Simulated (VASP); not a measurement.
# As: electric field gradients with PBE

Crystal: As.

```xyz
2
Lattice="1.8797 1.0853 3.4858 -1.8797 1.0853 3.4858 0.0000 -2.1705 3.4858" Properties=species:S:1:pos:R:3 pbc="T T T"
As    0.0000    0.0000    2.3795
As    0.0000    0.0000    8.0779
```

```json
{
  "Program": "VASP 6.6.1",
  "Task": "electric field gradients",
  "Functional": "PBE",
  "Potentials or basis": "VASP PAW PBE potentials, release 64 (As)",
  "Cutoff": "520 eV",
  "k mesh": "6 × 6 × 6",
  "Occupations": "fermi-dirac, width 0.05 eV",
  "Spin": "no spin polarisation",
  "Dipole correction": "no",
  "Further INCAR settings": "ALGO = Normal; EDIFF = 1e-08; NBANDS = 12"
}
```

* Pressure: 3.8 GPa
* Largest force: 0.164 eV/Å
* Band gap on the k mesh: zero (band 5 reaches 5.59 eV, above the bottom of band 6 at 5.25 eV)

Forces in eV/Å, atoms in the order of the input:
```
As   0.000  0.000  0.164
As   0.000  0.000 -0.164
```

Stress tensor (GPa, compression positive):
```
4.30 0.00 0.00
0.00 4.30 0.00
0.00 0.00 2.68
```

Levels at points of the mesh, in eV from the Fermi level:
| k point | band 3 | band 4 | band 5 | band 6 | band 7 | band 8 |
| --- | --- | --- | --- | --- | --- | --- |
| (0.00, 0.00, 0.00) | -2.57 | -2.04 | -2.04 | 1.75 | 2.94 | 2.94 |
| (0.50, 0.00, 0.00) | -2.80 | -2.77 | -0.39 | -0.33 | 0.24 | 1.22 |
| (0.50, 0.50, 0.00) | -6.12 | -4.32 | -4.18 | 1.48 | 5.47 | 6.80 |
| (0.50, 0.50, 0.50) | -1.75 | -1.75 | -0.58 | 0.66 | 0.66 | 1.76 |

Electric field gradients, principal values (V/Å²):
```tsv
atom	least	middle	greatest (by size)
1 As	22.749	22.749	-45.498
2 As	22.749	22.749	-45.498
```

It took 13 s on 1 thread of Intel(R) Xeon(R) Platinum 8488C (Sapphire Rapids), with other jobs on the host, peak memory 0.17 GiB.

Caveat: without QUAD_EFG the Cq values of the log hold for a quadrupole moment of 1 mb, not for the nuclei.
